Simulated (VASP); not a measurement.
Write the native input for VASP 6.6.1 that does the following.

- Task: single point
- Functional: LDA
- Potentials or basis: VASP PAW LDA potentials, release 64 (Os)
- Cutoff: 600 eV
- k mesh: 10 × 10 × 10
- Occupations: gaussian, width 0.1 eV
- Spin: no spin polarisation
- Dipole correction: no
- Further INCAR settings: ALGO = Normal; EDIFF = 1e-06; NBANDS = 10

The structure of Os lies in POSCAR:

```
Os
1.0
    1.5233660203      1.5233660203      1.5233660203
   -1.5233660203      1.5233660203      1.5233660203
   -1.5233660203     -1.5233660203      1.5233660203
Os
1
Direct
    0.0000000000      0.0000000000      0.0000000000
```

These files were run (other wordings do the same):

INCAR

```
SYSTEM = Os
ALGO = Normal ; EDIFF = 1E-6
ENCUT = 600 ; GGA = CA
GGA_COMPAT = .FALSE. ; ISIF = 2
ISMEAR = 0 ; LASPH = .TRUE.
LCHARG = .TRUE. ; LELF = .TRUE.
LREAL = .FALSE. ; LVHAR = .TRUE.
LWAVE = .FALSE. ; NBANDS = 10
NELM = 120 ; PREC = Accurate
SIGMA = 0.1
```

KPOINTS

```
k-points
0
G
  10 10 10
  0 0 0
```

Potentials or basis: VASP PAW LDA potentials, release 64 (Os).

The run is started by

```console
$ cat potpaw_LDA.64/Os/POTCAR > POTCAR
$ mpirun -np 1 vasp_std > vasp.out
```

Results of the run:

* Pressure: 1.3 GPa
* Band gap on the k mesh: zero (band 4 reaches 12.02 eV, above the bottom of band 5 at 7.69 eV)

Caveat: spin-orbit coupling is left out, which moves the levels of the heavy elements.

It took 15 s on 1 thread of AMD EPYC 7R13, with other jobs on the host, peak memory 0.11 GiB.
